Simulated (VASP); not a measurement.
Runs of VASP 6.6.1 on PrScO. The structure is that of space group P4/mmm (No. 123), or close to it. The cells are those of the table. The cell was built from a structure type or drawn by symmetry, and may not be a known phase.

```tsv
task	spin	cell	k mesh	gap on the mesh (eV)	pressure (GPa)
single point	off	a = 3.715, b = 3.715, c = 4.244 Å, 3 atoms	6 × 6 × 4	none	0.3
single point	off	a = 3.672, b = 3.672, c = 4.201 Å, 3 atoms	10 × 10 × 8	none	3.1
relaxation of cell and atoms	off	relaxed from a = 3.519, b = 3.705, c = 4.361 Å, 3 atoms	6 × 6 × 4	none	0.0
single point	off	a = 3.519, b = 3.705, c = 4.361 Å, 3 atoms	6 × 6 × 4	none	(a)
single point	collinear	a = 3.722, b = 3.722, c = 4.235 Å, 3 atoms	6 × 6 × 4	none	0.3
```

Alike in all rows: level PBE; potentials or basis VASP PAW PBE potentials, release 64 (Pr_3, Sc_sv, O), 4f in core; cutoff (eV) 600; smearing gaussian 0.1 eV.

Task: Fill in the values left out.

Result: (a) 2.0.

Caveats: some runs use coarse meshes; spin-orbit coupling is left out, which moves the levels of the heavy elements; the 4f electrons are frozen in the core, so they carry no moment and show no levels; the cell stands under pressure (at least some runs); the magnetic or orbital state may not be the lowest (at least some runs).

A k mesh can miss the band edges, and the runs leave out spin-orbit coupling on Pr.

A gap of «none» marks levels without a gap at the run's occupations.
